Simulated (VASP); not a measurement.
Here is a VASP 6.6.1 calculation.

File INCAR:

```
SYSTEM = Sn
ALGO = Normal
EDIFF = 1E-7
ENCUT = 520
GGA = RE
ISIF = 2
ISMEAR = -1
LASPH = .True.
LCHARG = .False.
LREAL = .False.
LWAVE = .False.
NBANDS = 21
NELM = 100
PREC = Accurate
SIGMA = 0.1
```

File KPOINTS:

```
k-points
0
Gamma
  13 13 13
  0 0 0
```

Contents of POSCAR:

```
Sn
1.0
    0.0000000000      3.3564550401      3.3564550401
    3.3564550401      0.0000000000      3.3564550401
    3.3564550401      3.3564550401      0.0000000000
Sn
2
Direct
    0.5000000000      0.5000000000      0.5000000000
    0.7500000000      0.7500000000      0.7500000000
```

Potentials or basis: VASP PAW PBE potentials, release 64 (Sn_d).

Run with:

```bash
$ cat potpaw_PBE.64/Sn_d/POTCAR > POTCAR
$ mpirun -np 1 vasp_std > vasp.out
```

Question: Predict the band gap on the k mesh.

Answer: Zero (bands 14 and 15 overlap by 0.21 eV).

Question: Estimate the pressure.

Answer: -0.1 GPa.

Caveat: the PAW data sets were made with another functional, which shifts forces and pressure a little; spin-orbit coupling is left out, which moves the levels of the heavy elements.
